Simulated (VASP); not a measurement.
# SiC (R3m) in VASP: further runs

The runs below take SiC through single point, with PBE.

Program: VASP 6.6.1. These are calculated values, not measurements. Logs are shortened: lines on timing, memory, paths and dates and some standing lists are left out, and cuts for length are marked.

### 1 The cell of the first run

The structure is trigonal, space group R3m (No. 160). Conventional cell: a = 3.221 Å, b = 3.221 Å, c = 7.519 Å, α = 90.00°, β = 90.00°, γ = 120.00°. Si (site symmetry 3m) has 4 C at 1.88 to 1.96 Å within 2.5 Å. Within 2.5 Å of C (site symmetry 3m) lie 4 Si at 1.88 to 1.96 Å.

### 2 Single point, PBE

INCAR reads:

```
SYSTEM = SiC
  ALGO = Normal
  EDIFF = 1E-6
  ENCUT = 520
  GGA = PE
  ISIF = 2
  ISMEAR = 0
  LASPH = .TRUE.
  LCHARG = .FALSE.
  LREAL = .FALSE.
  LWAVE = .FALSE.
  NBANDS = 11
  NELM = 60
  PREC = Accurate
  SIGMA = 0.05
```

KPOINTS reads:

```
k-points
0
G
  12 12 12
  0 0 0
```

POSCAR reads:

```
SiC
1.0
    0.0000000000      2.2774880902      2.2774880902
    2.2774880902      0.0000000000      2.2774880902
    2.2061267967      2.2061267967      0.0713612935
Si C
1 1
Direct
    0.0000000000      0.0000000000      0.0000000000
    0.7500000000      0.7500000000      0.7500000000
```

Potentials or basis: VASP PAW PBE potentials, release 64 (Si, C).

On the command line:

```bash
cat potpaw_PBE.64/Si/POTCAR potpaw_PBE.64/C/POTCAR > POTCAR
mpirun -np 1 vasp_std > vasp.out
```

OUTCAR:

```text
SYSTEM = SiC
   EDIFF = 1E-6
   ENCUT = 520
   GGA = PE
   ISIF = 2
   ISMEAR = 0
   LASPH = .TRUE.
   LREAL = .FALSE.
   NELM = 60
   PREC = Accurate

 ion  position               nearest neighbor table
   1  0.000  0.000  0.000-   2 1.88   2 1.96   2 1.96   2 1.96
   2  0.750  0.750  0.750-   1 1.88   1 1.96   1 1.96   1 1.96

  LATTYP: Found a trigonal (rhomboedric) cell.
 ALAT       =     3.1207504419
 COS(alpha) =     0.4674086020

  Lattice vectors:

 A1 = (   2.2061267967,  -0.0713612935,  -2.2061267967)
 A2 = (  -0.0713612935,   2.2061267967,  -2.2061267967)
 A3 = (   2.2061267967,   2.2061267967,   0.0713612935)

Analysis of symmetry for initial positions (statically):
=====================================================================
 Subroutine PRICEL returns:
 Original cell was already a primitive cell.

 Routine SETGRP: Setting up the symmetry group for a
 trigonal (rhombohedral) supercell.

 Subroutine GETGRP returns: Found  6 space group operations
 (whereof  6 operations were pure point group operations)
 out of a pool of 12 trial point group operations.

The static configuration has the point symmetry C_3v.

Analysis of symmetry for dynamics (positions and initial velocities):
=====================================================================
 Subroutine PRICEL returns:
 Original cell was already a primitive cell.

 Routine SETGRP: Setting up the symmetry group for a
 trigonal (rhombohedral) supercell.

 Subroutine GETGRP returns: Found  6 space group operations
 (whereof  6 operations were pure point group operations)
 out of a pool of 12 trial point group operations.

The dynamic configuration has the point symmetry C_3v.

 Subroutine INISYM returns: Found  6 space group operations
 (whereof  6 operations are pure point group operations),
 and found     1 'primitive' translations

----------------------------------------------------------------------------------------

                                     Primitive cell

  volume of cell :      22.5160

  direct lattice vectors                    reciprocal lattice vectors
     0.000000000  2.277488090  2.277488090    -0.223149205  0.215931027  0.223149205
     2.277488090  0.000000000  2.277488090     0.215931027 -0.223149205  0.223149205
     2.206126797  2.206126797  0.071361294     0.230367383  0.230367383 -0.230367383

  length of vectors
     3.220854545  3.220854545  3.120750442     0.382383765  0.382383765  0.399008012

  position of ions in fractional coordinates (direct lattice)
     0.000000000  0.000000000  0.000000000
     0.750000000  0.750000000  0.750000000

  ion indices of the primitive-cell ions
   primitive index   ion index
                 1           1
                 2           2

----------------------------------------------------------------------------------------

 KPOINTS: k-points

Automatic generation of k-mesh.
 Grid dimensions read from file:
 generate k-points for:   12   12   12

 Generating k-lattice:

  Cartesian coordinates                     Fractional coordinates (reciprocal lattice)
    -0.018595767  0.017994252  0.018595767     0.083333333  0.000000000  0.000000000
     0.017994252 -0.018595767  0.018595767     0.000000000  0.083333333  0.000000000
     0.019197282  0.019197282 -0.019197282     0.000000000  0.000000000  0.083333333

  Length of vectors
     0.031865314  0.031865314  0.033250668

  Shift w.r.t. Gamma in fractional coordinates (k-lattice)
     0.000000000  0.000000000  0.000000000

 Subroutine IBZKPT returns following result:
 ===========================================

 Found    189 irreducible k-points:

 Following reciprocal coordinates:
            Coordinates               Weight
  0.000000  0.000000  0.000000      1.000000
  0.083333  0.000000  0.000000      6.000000
  0.166667  0.000000 -0.000000      6.000000
  0.250000  0.000000 -0.000000      6.000000
  0.333333  0.000000  0.000000      6.000000
  0.416667  0.000000 -0.000000      6.000000
[... 16 lines left out ...]
  0.500000  0.166667  0.000000     12.000000
 -0.416667  0.166667 -0.000000     12.000000
 [... further k-points ...]
   k-points           NKPTS =    189   k-points in BZ     NKDIM =    189   number of bands    NBANDS=     11
   number of dos      NEDOS =    301   number of ions     NIONS =      2
   total plane-waves  NPLWV =  13824
   dimension x,y,z NGX =    24 NGY =   24 NGZ =   24
   dimension x,y,z NGXF=    48 NGYF=   48 NGZF=   48
   ions per type =               1   1
   NGX,Y,Z   is equivalent  to a cutoff of  12.39, 12.39, 12.79 a.u.
   NGXF,Y,Z  is equivalent  to a cutoff of  24.78, 24.78, 25.57 a.u.
 SYSTEM =  SiC
   PREC   = accura    normal or accurate (medium, high low for compatibility)
   ISTART =      0    job   : 0-new  1-cont  2-samecut
   ICHARG =      2    charge: 1-file 2-atom 10-const
   ISPIN  =      1    spin polarized calculation?
   LNONCOLLINEAR =      F non collinear calculations
   LSORBIT =      F    spin-orbit coupling
   LASPH  =      T    aspherical Exc in radial PAW
   ENCUT  =  520.0 eV  38.22 Ry    6.18 a.u.   5.99  5.99  5.80*2*pi/ulx,y,z
   NELM   =     60;   NELMIN=  2; NELMDL= -5     # of ELM steps
   EDIFF  = 0.1E-05   stopping-criterion for ELM
   LREAL  =      F    real-space projection
   EDIFFG = 0.1E-04   stopping-criterion for IOM
   NSW    =      0    number of steps for IOM
   IBRION =     -1    ionic relax: 0-MD 1-quasi-New 2-CG
   NFREE  =      0    steps in history (QN), initial steepest desc. (CG)
   ISIF   =      2    stress and relaxation
   ISYM   =      2    0-nonsym 1-usesym 2-fastsym
   POTIM  = 0.5000    time-step for ionic-motion
   TEBEG  =    0.0;   TEEND  =   0.0 temperature during run
   PSTRESS=    0.0 pullay stress
   NELECT =       8.0000    total number of electrons
   NUPDOWN=      -1.0000    fix difference up-down
   EMIN   =  10.00;   EMAX   =-10.00  energy-range for DOS
   EFERMI =   0.00;   METHOD = LEGACY
   ISMEAR =     0;   SIGMA  =   0.05  broadening in eV -4-tet -1-fermi 0-gaus
   EFERMI_NEDOS =   21; number of points for ismear=-14 and -15
   IALGO  =     38    algorithm
   IMIX   =      4    mixing-type and parameters
     AMIX     =   0.40;   BMIX     =  1.00
     AMIX_MAG =   1.60;   BMIX_MAG =  1.00
  volume/ion in A,a.u.               =      11.26        75.97
  Fermi-wavevector in a.u.,A,eV,Ry     =   1.159510  2.191156 18.292528  1.344463
  Thomas-Fermi vector in A             =   2.296102
   LORBIT       =      0    0 simple, 1 ext, 2 COOP (PROOUT), +10 PAW based schemes
   GGA     = PE    functional components
   LHFCALC =     F    Hartree Fock is set to
   AEXX    =    0.0000 exact exchange contribution
   IVDW    =     0    specifies the selected vdW correction
   LEPSILON=     F    determine dielectric tensor
   LRPA    =     F    only Hartree local field effects (RPA)
 non-spin polarized calculation
 Gauss-broadening in eV      SIGMA  =   0.05
  energy-cutoff  :      520.00
  volume of cell :       22.52
 maximum number of plane-waves:       620
   NGX = 11   NGY = 11   NGZ = 11

 number of electron       7.9999999 magnetization

 Free energy of the ion-electron system (eV)
  ---------------------------------------------------
  ext. energy  EPLUGINS =         0.00000000
  ---------------------------------------------------
  free energy    TOTEN  =       -14.94809973 eV

  energy without entropy =      -14.94809973  energy(sigma->0) =      -14.94809973

 E-fermi :   7.5783     XC(G=0): -10.9903

 val. band max:        7.3077492890   @ k =   0.0000   0.0000   0.0000
 cond. band min:       8.5766620999   @ k =   0.5000   0.5000   0.0000
 fundamental gap:      1.2689128110
 Fermi energy:         7.5783476116

 k-point     1 :       0.0000    0.0000    0.0000
  band No.  band energies     occupation
      1      -7.5767      2.00000
      2       7.1179      2.00000
      3       7.1179      2.00000
      4       7.3077      2.00000
      5      12.1607      0.00000
      6      13.6020      0.00000
      7      13.6020      0.00000
      8      14.9267      0.00000
      9      21.2346      0.00000
     10      21.2346      0.00000
     11      22.4083      0.00000

 k-point     2 :       0.0833    0.0000    0.0000
  band No.  band energies     occupation
      1      -7.4531      2.00000
      2       6.3787      2.00000
      3       7.0381      2.00000
      4       7.2011      2.00000
      5      12.5371      0.00000
      6      13.7627      0.00000
      7      13.7632      0.00000
      8      15.0087      0.00000
      9      20.4879      0.00000
     10      20.6841      0.00000
     11      22.7557      0.00000

 k-point     3 :       0.1667    0.0000   -0.0000
  band No.  band energies     occupation
      1      -7.0864      2.00000
      2       4.7603      2.00000
      3       6.8409      2.00000
      4       6.9699      2.00000
      5      12.7360      0.00000
      6      14.1056      0.00000
      7      14.4249      0.00000
      8      15.3157      0.00000
      9      19.6555      0.00000
     10      20.1144      0.00000
     11      22.2849      0.00000

 k-point     4 :       0.2500    0.0000   -0.0000
  band No.  band energies     occupation
      1      -6.4925      2.00000
      2       2.9323      2.00000
      3       6.6102      2.00000
      4       6.6977      2.00000
      5      12.5292      0.00000
      6      14.2950      0.00000
      7      14.9171      0.00000
      8      15.8985      0.00000
      9      19.5957      0.00000
     10      20.3184      0.00000
     11      21.7506      0.00000
[... 239 lines left out ...]
 k-point    22 :       0.4167    0.1667    0.0000
  band No.  band energies     occupation
      1      -4.9905      2.00000
      2       0.8677      2.00000
      3       4.9930      2.00000
      4       5.6018      2.00000
      5      11.9147      0.00000
      6      14.3639      0.00000
      7      15.6872      0.00000
      8      16.1941      0.00000
      9      19.9176      0.00000
     10      23.6644      0.00000
     11      24.3742      0.00000

 k-point    23 :       0.5000    0.1667    0.0000
  band No.  band energies     occupation
      1      -4.2466      2.00000
      2      -0.2858      2.00000
      3       4.5583      2.00000
      4       5.6610      2.00000
      5      11.9876      0.00000
      6      14.3676      0.00000
      7      15.8260      0.00000
      8      16.7666      0.00000
      9      20.3372      0.00000
     10      23.7250      0.00000
     11      24.5157      0.00000

 k-point    24 :      -0.4167    0.1667   -0.0000
  band No.  band energies     occupation
      1      -4.1332      2.00000
      2      -0.4387      2.00000
      3       4.2450      2.00000
      4       5.8621      2.00000
      5      12.2527      0.00000
      6      14.3102      0.00000
      7      15.6013      0.00000
      8      17.4429      0.00000
      9      20.7500      0.00000
     10      22.2204      0.00000
     11      24.3691      0.00000

 [... further k-points ...]
[... 5 lines left out ...]
  --------------------------------------------------------------------------------------
  -------------------------------------------------------------------------------------
  Total       -1.7262139     -1.7262139     -1.7262139      1.0192297     -1.0192297     -1.0192297
  in kB     -122.8326868   -122.8326868   -122.8326868     72.5256136    -72.5256136    -72.5256136
  external PRESSURE =    -122.8326868 kB  Pullay stress =       0.0000000 kB

 VOLUME and BASIS-vectors are now :
 -----------------------------------------------------------------------------
  energy-cutoff  :      520.00
  volume of cell :       22.52
      direct lattice vectors                 reciprocal lattice vectors
     0.000000000  2.277488090  2.277488090    -0.223149205  0.215931027  0.223149205
     2.277488090  0.000000000  2.277488090     0.215931027 -0.223149205  0.223149205
     2.206126797  2.206126797  0.071361294     0.230367383  0.230367383 -0.230367383

 POSITION                                       TOTAL-FORCE (eV/Angst)
 -----------------------------------------------------------------------------------
      0.00000      0.00000      0.00000        -0.197898     -0.197898      0.197898
      3.36271      3.36271      3.46975         0.197898      0.197898     -0.197898
 -----------------------------------------------------------------------------------
    total drift:                                0.000025      0.000025     -0.000025

  FREE ENERGIE OF THE ION-ELECTRON SYSTEM (eV)
  ---------------------------------------------------
  free  energy   TOTEN  =       -14.9480997279 eV

  energy  without entropy=      -14.9480997279  energy(sigma->0) =      -14.94809973
```

Wall time 22 s (1 thread of Intel Xeon Platinum 8488C (Sapphire Rapids), shared host); peak memory 0.15 GiB.

Results:

| Property | Result |
| --- | --- |
| Free energy | -14.9481 eV |
| Pressure | -12.3 GPa |
| Largest force | 0.343 eV/Å |
| Band gap on the k mesh | 1.27 eV, indirect (least direct gap 4.17 eV) |

Forces on the atoms (eV/Å):
```
Si  -0.198 -0.198  0.198
C    0.198  0.198 -0.198
```

Stress tensor (GPa, compression positive):
```
-12.28   7.25  -7.25
  7.25 -12.28  -7.25
 -7.25  -7.25 -12.28
```

Levels at points of the mesh, in eV from the valence-band top:
```
           k point  band 2  band 3  band 4  band 5  band 6  band 7
(0.00, 0.00, 0.00)   -0.19   -0.19    0.00    4.85    6.29    6.29
(0.50, 0.00, 0.00)   -8.23   -1.07   -1.06    4.73    6.57    7.25
(0.50, 0.50, 0.00)   -7.65   -3.37   -2.90    1.27    3.97   12.64
(0.00, 0.00, 0.50)   -8.14   -1.40   -1.40    3.93    6.41    6.41
```

A k mesh can miss the band edges.

### 3 Single point, PBE

This run uses another cell than the first one, of the same volume but with other edges.

INCAR reads:

```
SYSTEM = SiC
ALGO = Normal
EDIFF = 1E-6
ENCUT = 520
GGA = PE
ISIF = 2
ISMEAR = 0
LASPH = .True.
LCHARG = .False.
LREAL = .False.
LWAVE = .False.
NBANDS = 11
NELM = 60
PREC = Accurate
SIGMA = 0.05
```

KPOINTS reads:

```
k-points
0
Gamma
  12 12 12
  0 0 0
```

POSCAR reads:

```
SiC
1.0
    0.0000000000      2.2292598004      2.2292598004
    2.2292598004      0.0000000000      2.2292598004
    2.2533358062      2.2533358062     -0.0240760058
Si C
1 1
Direct
    0.0000000000      0.0000000000      0.0000000000
    0.7500000000      0.7500000000      0.7500000000
```

Potentials or basis: VASP PAW PBE potentials, release 64 (Si, C).

On the command line:

```bash
cat potpaw_PBE.64/Si/POTCAR potpaw_PBE.64/C/POTCAR > POTCAR
mpirun -np 1 vasp_std > vasp.out
```

It took 18 s on 1 thread of Intel Xeon Platinum 8488C (Sapphire Rapids), shared host; peak memory 0.16 GiB.

Results (log left out):

```yaml
Free_energy: -14.9913 eV
Pressure: -12.8 GPa
Largest_force: 0.067 eV/Å
Band_gap_on_the_k_mesh: 1.40 eV, indirect (least direct gap 4.37 eV)
```

Forces in eV/Å, atoms in the order of the input:
```
Si   0.039  0.039 -0.039
C   -0.039 -0.039  0.039
```

Stress tensor (GPa, compression positive):
```
-12.84  -2.31   2.31
 -2.31 -12.84   2.31
  2.31   2.31 -12.84
```

Levels at points of the mesh, in eV from the valence-band top:
| k point | band 2 | band 3 | band 4 | band 5 | band 6 | band 7 |
| --- | --- | --- | --- | --- | --- | --- |
| (0.00, 0.00, 0.00) | -0.08 | 0.00 | 0.00 | 5.17 | 6.56 | 6.83 |
| (0.50, 0.00, 0.00) | -8.11 | -1.09 | -1.08 | 4.58 | 6.72 | 6.94 |
| (0.50, 0.50, 0.00) | -7.56 | -3.12 | -2.97 | 1.40 | 4.02 | 13.01 |
| (0.00, 0.00, 0.50) | -8.13 | -0.97 | -0.97 | 4.88 | 6.98 | 6.98 |

A k mesh can miss the band edges. PBE gaps usually lie below the measured ones, often by a third to a half.
